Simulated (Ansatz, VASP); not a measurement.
**One calculation of B3P2, two programs**

```
CELL_PARAMETERS angstrom
0.00000 3.26304 5.11840
2.93099 0.00000 5.11840
2.93099 3.26304 0.00000
ATOMIC_POSITIONS crystal
B 0.65128 0.17092 0.34872
B 0.82908 0.34872 0.17092
B 0.34872 0.82908 0.65128
B 0.17092 0.65128 0.82908
B 0.83173 0.83173 0.16827
B 0.16827 0.16827 0.83173
P 0.69124 0.30876 0.69124
P 0.30876 0.69124 0.30876
P 0.25000 0.25000 0.25000
P 0.75000 0.75000 0.75000
```

Alike in both runs: functional PBE; k mesh 10 × 10 × 10; occupations gaussian, width 0.1 eV; no spin polarisation.

Ansatz relaxed the structure, and its values are those at the end. VASP's run is a single point on that final structure, the one shown.

|  | VASP | Ansatz |
| --- | --- | --- |
| version | VASP 6.6.1 | Ansatz 0.2.0 |
| potentials or method | VASP PAW PBE potentials, release 64 (B, P), cutoff 520 eV | scalar-relativistic, plane waves, PAW |
| valence electrons in the cell | 38 | 38 |

Ansatz gave:

- gap on the k mesh at the Fermi level (eV): none
- pressure (GPa): 0.0
- rms of the force components (eV/Å): 0.000

Estimate VASP's values.

gap on the k mesh at the Fermi level (eV): none; pressure (GPa): -0.2; rms of the force components (eV/Å): 0.016.

A gap of «none» marks a metal or a gap that the smearing closes. The functional is the same, so the differences come from potentials, cutoffs and numerics.
